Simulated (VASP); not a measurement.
# Si4O7 (a cell with a defect) in VASP: notebook

The runs below take Si4O7 (a cell with a defect) through single point, with LDA.

Everything below comes from runs of VASP 6.6.1. Logs are shortened: lines on timing, memory, paths and dates and some standing lists are left out, and cuts for length are marked.

### Step 1. The cell of the first run

The cell holds a defect, 11 atoms: a = 4.934 Å, b = 4.934 Å, c = 4.934 Å, α = 106.91°, β = 106.91°, γ = 114.72°.

### Step 2. Single point, LDA

INCAR

```
  ALGO = Normal
  EDIFF = 1E-7
  ENCUT = 520
  GGA = CA
  ISIF = 2
  ISMEAR = 0
  LASPH = True
  LCHARG = True
  LELF = True
  LREAL = False
  LVHAR = True
  LWAVE = False
  NBANDS = 40
  NELM = 100
  PREC = Accurate
  SIGMA = 0.05
```

KPOINTS

```
k-points
0
Gamma
  6 6 6
```

POSCAR

```
Si4O7
1.0
    0.0000000000      4.1548619959     -2.6614337333
    0.0000000000     -4.1548619959     -2.6614337333
   -4.1548619959      0.0000000000      2.6614337333
Si O
4 7
Direct
    0.2500000000      0.7500000000      0.5000000000
    0.7500000000      0.2500000000      0.5000000000
    0.0000000000      0.0000000000      1.0000000000
    0.5000000000      0.5000000000      1.0000000000
    1.0000000000      0.3055647994      0.3055647994
    0.5555647994      0.7500000000      0.8055647994
    0.0555647994      0.2500000000      0.8055647994
    0.0000000000      0.6944352006      0.6944352006
    0.4787265262      0.0486088002      0.5273353264
    0.9444352006      0.7500000000      0.1944352006
    0.4444352006      0.2500000000      0.1944352006
```

Potentials or basis: VASP PAW LDA potentials, release 64 (Si, O).

The run is started by

```bash
$ cat potpaw_LDA.64/Si/POTCAR potpaw_LDA.64/O/POTCAR > POTCAR
$ mpirun -np 1 vasp_std > vasp.out
```

OUTCAR:

```text
EDIFF = 1E-7
   ENCUT = 520
   GGA = CA
   ISIF = 2
   ISMEAR = 0
   LASPH = True
   LREAL = False
   NELM = 100
   PREC = Accurate

 ion  position               nearest neighbor table
   1  0.250  0.750  0.500-   9 1.37   8 1.75   5 1.75   6 1.80  10 1.80   2 2.66   2 2.66
   2  0.750  0.250  0.500-   9 1.37   8 1.75   5 1.75   7 1.80  11 1.80   1 2.66   1 2.66
   3  0.000  0.000  0.000-   6 1.75   7 1.75  10 1.75  11 1.75   5 1.80   8 1.80   4 2.66   4 2.66

   4  0.500  0.500  0.000-   6 1.75   7 1.75  10 1.75  11 1.75   3 2.66   3 2.66
   5  0.000  0.306  0.306-   1 1.75   2 1.75   3 1.80
   6  0.556  0.750  0.806-   3 1.75   4 1.75   1 1.80
   7  0.056  0.250  0.806-   3 1.75   4 1.75   2 1.80
   8  0.000  0.694  0.694-   1 1.75   2 1.75   3 1.80
   9  0.479  0.049  0.527-   2 1.37   1 1.37
  10  0.944  0.750  0.194-   3 1.75   4 1.75   1 1.80
  11  0.444  0.250  0.194-   3 1.75   4 1.75   2 1.80

  LATTYP: Found a body centered tetragonal cell.
 ALAT       =     5.8758621844
 C/A-ratio  =     0.9058870511

  Lattice vectors:

 A1 = (   0.0000000000,   4.1548619959,  -2.6614337333)
 A2 = (   0.0000000000,  -4.1548619959,  -2.6614337333)
 A3 = (  -4.1548619959,   0.0000000000,   2.6614337333)

Analysis of symmetry for initial positions (statically):
=====================================================================
 Subroutine PRICEL returns:
 Original cell was already a primitive cell.

 Routine SETGRP: Setting up the symmetry group for a
 body centered tetragonal supercell.

 Subroutine GETGRP returns: Found  2 space group operations
 (whereof  2 operations were pure point group operations)
 out of a pool of 16 trial point group operations.

The static configuration has the point symmetry C_1h.

Analysis of symmetry for dynamics (positions and initial velocities):
=====================================================================
 Subroutine PRICEL returns:
 Original cell was already a primitive cell.

 Routine SETGRP: Setting up the symmetry group for a
 body centered tetragonal supercell.

 Subroutine GETGRP returns: Found  2 space group operations
 (whereof  2 operations were pure point group operations)
 out of a pool of 16 trial point group operations.

The dynamic configuration has the point symmetry C_1h.

 Subroutine INISYM returns: Found  2 space group operations
 (whereof  2 operations are pure point group operations),
[... 122 lines left out ...]
   POTIM  = 0.5000    time-step for ionic-motion
   TEBEG  =    0.0;   TEEND  =   0.0 temperature during run
   PSTRESS=    0.0 pullay stress
   NELECT =      58.0000    total number of electrons
   NUPDOWN=      -1.0000    fix difference up-down
   EMIN   =  10.00;   EMAX   =-10.00  energy-range for DOS
   EFERMI =   0.00;   METHOD = LEGACY
   ISMEAR =     0;   SIGMA  =   0.05  broadening in eV -4-tet -1-fermi 0-gaus
   EFERMI_NEDOS =   21; number of points for ismear=-14 and -15
   IALGO  =     38    algorithm
   IMIX   =      4    mixing-type and parameters
     AMIX     =   0.40;   BMIX     =  1.00
     AMIX_MAG =   1.60;   BMIX_MAG =  1.00
  volume/ion in A,a.u.               =       8.35        56.37
  Fermi-wavevector in a.u.,A,eV,Ry     =   1.404315  2.653771 26.832059  1.972101
  Thomas-Fermi vector in A             =   2.526889
   LORBIT       =      0    0 simple, 1 ext, 2 COOP (PROOUT), +10 PAW based schemes
   GGA     = CA    functional components
   LHFCALC =     F    Hartree Fock is set to
   AEXX    =    0.0000 exact exchange contribution
   IVDW    =     0    specifies the selected vdW correction
   LEPSILON=     F    determine dielectric tensor
   LRPA    =     F    only Hartree local field effects (RPA)
 non-spin polarized calculation
 Gauss-broadening in eV      SIGMA  =   0.05
  energy-cutoff  :      520.00
  volume of cell :       91.89
 maximum number of plane-waves:      2502
 NGX is ok and might be reduce to    40
   NGX = 19   NGY = 19   NGZ = 19

 number of electron      58.0000006 magnetization

 Free energy of the ion-electron system (eV)
  ---------------------------------------------------
  ext. energy  EPLUGINS =         0.00000000
  ---------------------------------------------------
  free energy    TOTEN  =       -84.17737964 eV

  energy without entropy =      -84.17736241  energy(sigma->0) =      -84.17737102

 E-fermi :  11.4987     XC(G=0): -12.3235

 val. band max:       11.4063769284   @ k =  -0.3333  -0.3333   0.3333
 cond. band min:      11.5910999739   @ k =  -0.1667   0.1667   0.1667
 fundamental gap:      0.1847230455
 Fermi energy:        11.4987414216

 k-point     1 :       0.0000    0.0000    0.0000
  band No.  band energies     occupation
      1     -15.4499      2.00000
      2     -13.4121      2.00000
      3     -11.7872      2.00000
      4     -11.2730      2.00000
      5     -11.1642      2.00000
      6     -11.0041      2.00000
[... 1021 lines left out ...]
     39      18.4923      0.00000
     40      19.3309      0.00000

 [... further k-points ...]

------------------------ aborting loop because EDIFF is reached ----------------------------------------

  FORCE on cell =-STRESS in cart. coord.  units (eV):
  Direction    XX          YY          ZZ          XY          YZ          ZX
  --------------------------------------------------------------------------------------
  -------------------------------------------------------------------------------------
  Total        5.3043063      6.2404890     48.6415471     -1.1915974      0.0000000      0.0000000
  in kB       92.4869195    108.8103844    848.1235121    -20.7769251      0.0000000      0.0000000
  external PRESSURE =     349.8069387 kB  Pullay stress =       0.0000000 kB

 VOLUME and BASIS-vectors are now :
 -----------------------------------------------------------------------------
  energy-cutoff  :      520.00
  volume of cell :       91.89
      direct lattice vectors                 reciprocal lattice vectors
     0.000000000  4.154861996 -2.661433733    -0.120340940  0.120340940 -0.187868664
     0.000000000 -4.154861996 -2.661433733    -0.120340940 -0.120340940 -0.187868664
    -4.154861996  0.000000000  2.661433733    -0.240681881  0.000000000  0.000000000

 POSITION                                       TOTAL-FORCE (eV/Angst)
 -----------------------------------------------------------------------------------
     -2.07743     -2.07743     -1.33072         2.820053      4.517177     16.092861
     -2.07743      2.07743     -1.33072         2.820053      4.517177    -16.092861
      0.00000      0.00000      0.00000        -0.251068     -0.015943      0.000000
      0.00000      0.00000     -2.66143        -2.840603     -2.531794     -0.000000
     -1.26958     -1.26958      0.00000         0.094606      0.125239      0.000000
     -3.34701     -0.80785     -1.33072         1.158942     -0.090249     -0.612659
     -3.34701     -0.80785      1.33072         1.158942     -0.090249      0.612659
     -2.88528     -2.88528      0.00000        -0.142074     -0.121353      0.000000
     -2.19101      1.78708      0.00000        -6.853999     -7.316505      0.000000
     -0.80785      0.80785     -3.99215         1.017575      0.503251      0.462781
     -0.80785      0.80785     -1.33072         1.017575      0.503251     -0.462781
 -----------------------------------------------------------------------------------
    total drift:                               -0.000244      0.000239     -0.000001

  FREE ENERGIE OF THE ION-ELECTRON SYSTEM (eV)
  ---------------------------------------------------
  free  energy   TOTEN  =       -84.1773796372 eV

  energy  without entropy=      -84.1773624081  energy(sigma->0) =      -84.17737102
```

OSZICAR:

```text
N       E                     dE             d eps       ncg     rms          rms(c)
DAV:   1     0.293927517384E+03    0.29393E+03   -0.32490E+04  5440   0.140E+03
DAV:   2    -0.786186970210E+02   -0.37255E+03   -0.36352E+03  6568   0.314E+02
DAV:   3    -0.950750507381E+02   -0.16456E+02   -0.16376E+02  6944   0.678E+01
DAV:   4    -0.952102192525E+02   -0.13517E+00   -0.13504E+00  6952   0.679E+00
DAV:   5    -0.952113945333E+02   -0.11753E-02   -0.11752E-02  6808   0.607E-01    0.291E+01
DAV:   6    -0.844283808624E+02    0.10783E+02   -0.37524E+01  6360   0.320E+01    0.152E+01
DAV:   7    -0.842703226686E+02    0.15806E+00   -0.16492E+00  6520   0.688E+00    0.472E+00
DAV:   8    -0.841948168731E+02    0.75506E-01   -0.77599E-02  6720   0.164E+00    0.213E+00
DAV:   9    -0.841776468245E+02    0.17170E-01   -0.23903E-02  6768   0.935E-01    0.323E-01
DAV:  10    -0.841774012562E+02    0.24557E-03   -0.27724E-03  6592   0.290E-01    0.230E-01
DAV:  11    -0.841773880268E+02    0.13229E-04   -0.36769E-04  6544   0.114E-01    0.103E-01
DAV:  12    -0.841773789119E+02    0.91150E-05   -0.62143E-05  6568   0.610E-02    0.445E-02
DAV:  13    -0.841773798866E+02   -0.97473E-06   -0.13560E-05  6600   0.200E-02    0.107E-02
DAV:  14    -0.841773796492E+02    0.23737E-06   -0.13585E-06  6704   0.849E-03    0.297E-03
DAV:  15    -0.841773796372E+02    0.12072E-07   -0.26144E-07  5600   0.319E-03
   1 F= -.84177380E+02 E0= -.84177371E+02  d E =-.172291E-04
```

stdout:

```text
POSCAR found type information on POSCAR SiO
 POSCAR found :  2 types and      11 ions
 scaLAPACK will be used
 LDA part: xc-table for (Slater(with rela. corr.)+CA(PZ))
 , standard interpolation
 POSCAR, INCAR and KPOINTS ok, starting setup
 FFT: planning ... GRIDC
 FFT: planning ... GRID_SOFT
 FFT: planning ... GRID
 WAVECAR not read
 entering main loop
```

Run time: 4.7 min. Hardware: 1 thread of Intel Xeon Platinum 8488C (Sapphire Rapids), shared host; peak memory 0.3 GiB.

What came out:

* Free energy: -84.1774 eV
* Pressure: 35.0 GPa
* Largest force: 16.951 eV/Å
* Band gap on the k mesh: 0.18 eV

Forces in eV/Å, atoms in the order of the input:
```
Si    2.820   4.517  16.093
Si    2.820   4.517 -16.093
Si   -0.251  -0.016   0.000
Si   -2.841  -2.532   0.000
O     0.095   0.125   0.000
O     1.159  -0.090  -0.613
O     1.159  -0.090   0.613
O    -0.142  -0.121   0.000
O    -6.854  -7.317   0.000
O     1.018   0.503   0.463
O     1.018   0.503  -0.463
```

Levels at points of the mesh, in eV from the valence-band top:
| k point | band 25 | band 26 | band 27 | band 28 | band 29 | band 30 | band 31 | band 32 | band 33 | band 34 |
| --- | --- | --- | --- | --- | --- | --- | --- | --- | --- | --- |
| (0.00, 0.00, 0.00) | -6.01 | -5.47 | -5.06 | -4.51 | -1.98 | 0.36 | 2.60 | 2.77 | 3.74 | 5.03 |
| (0.50, 0.00, 0.00) | -6.60 | -6.01 | -5.61 | -4.93 | -0.32 | 1.08 | 1.77 | 3.26 | 4.16 | 4.96 |
| (0.50, 0.00, 0.50) | -6.37 | -5.89 | -5.21 | -5.07 | -0.34 | 0.88 | 1.56 | 3.22 | 4.51 | 5.81 |
| (0.50, 0.50, 0.00) | -6.36 | -5.78 | -5.54 | -5.48 | -0.73 | 0.60 | 3.67 | 4.03 | 4.23 | 4.60 |
| (0.00, 0.00, 0.50) | -6.37 | -5.78 | -5.60 | -5.43 | -0.65 | 0.56 | 3.63 | 3.74 | 4.33 | 4.48 |
| (0.50, 0.50, 0.50) | -6.79 | -6.57 | -6.23 | -5.95 | -0.23 | 1.36 | 2.75 | 2.93 | 4.45 | 4.88 |

Caveat: the cell differs from its parent crystal (atoms taken out, atom 9 moved 0.375 of the way to it and -0.125 Å across, host rigid); semilocal functionals underestimate gaps, and a narrow one can read as zero.

### Step 3. Single point, LDA

INCAR

```
SYSTEM = Si4O7
PREC = Accurate
ENCUT = 520
EDIFF = 1E-6
ISMEAR = 0
SIGMA = 0.05
LREAL = .FALSE.
LASPH = .TRUE.
NELM = 80
ALGO = Normal
ISIF = 2
LWAVE = .FALSE.
LCHARG = .TRUE.
GGA = CA
LELF = .TRUE.
LVHAR = .TRUE.
NBANDS = 40
```

KPOINTS

```
regular mesh
0
G
  6 6 6
  0 0 0
```

Changes to POSCAR since step 2:

```diff
@@ -16,3 +16,3 @@
     0.0000000000      0.6944352006      0.6944352006
-    0.4787265262      0.0486088002      0.5273353264
+    0.4787265262      0.1458264005      0.6245529267
     0.9444352006      0.7500000000      0.1944352006
```

Potentials or basis: VASP PAW LDA potentials, release 64 (Si, O).

The run is started by

```bash
$ cat potpaw_LDA.64/Si/POTCAR potpaw_LDA.64/O/POTCAR > POTCAR
$ mpirun -np 1 vasp_std > vasp.out
```

Wall time 4.2 min (1 thread of Intel Xeon Platinum 8488C (Sapphire Rapids), shared host); peak memory 0.3 GiB.

Results (log left out):

| Property | Result |
| --- | --- |
| Free energy | -90.2444 eV |
| Pressure | 5.6 GPa |
| Largest force | 7.161 eV/Å |
| Band gap on the k mesh | 1.63 eV |

Forces in eV/Å, atoms in the order of the input:
```
Si   2.338  2.444  1.516
Si   2.338  2.444 -1.516
Si  -0.238 -0.107  0.000
Si  -1.635 -1.685  0.000
O    0.186  0.165  0.000
O    0.465  0.161 -0.123
O    0.465  0.161  0.123
O   -0.128 -0.117  0.000
O   -5.858 -4.119  0.000
O    1.032  0.327  0.582
O    1.032  0.327 -0.582
```

Stress tensor (GPa, compression positive):
```
 3.17 -2.11  0.00
-2.11  2.79  0.00
 0.00  0.00 10.86
```

Levels at points of the mesh, in eV from the valence-band top:
```tsv
k point	band 25	band 26	band 27	band 28	band 29	band 30	band 31	band 32	band 33	band 34
(0.00, 0.00, 0.00)	-4.77	-4.55	-4.03	-3.35	-2.46	3.18	3.50	3.87	3.93	5.21
(0.50, 0.00, 0.00)	-5.04	-4.95	-4.66	-3.93	-0.38	2.58	4.01	4.45	5.11	6.28
(0.50, 0.00, 0.50)	-5.41	-4.74	-4.16	-3.98	-0.52	1.63	3.64	5.25	6.21	6.46
(0.50, 0.50, 0.00)	-5.37	-4.82	-4.43	-4.37	-0.93	2.30	4.35	5.09	5.35	5.50
(0.00, 0.00, 0.50)	-5.40	-4.80	-4.54	-4.38	-0.85	2.29	4.30	4.93	5.27	5.48
(0.50, 0.50, 0.50)	-5.65	-5.64	-5.49	-5.12	0.00	2.60	3.49	3.95	5.34	5.43
```

Caveat: the cell differs from its parent crystal (atoms taken out, atom 9 moved 0.125 of the way to it and -0.125 Å across, host rigid).

[end of part 1 of 2]
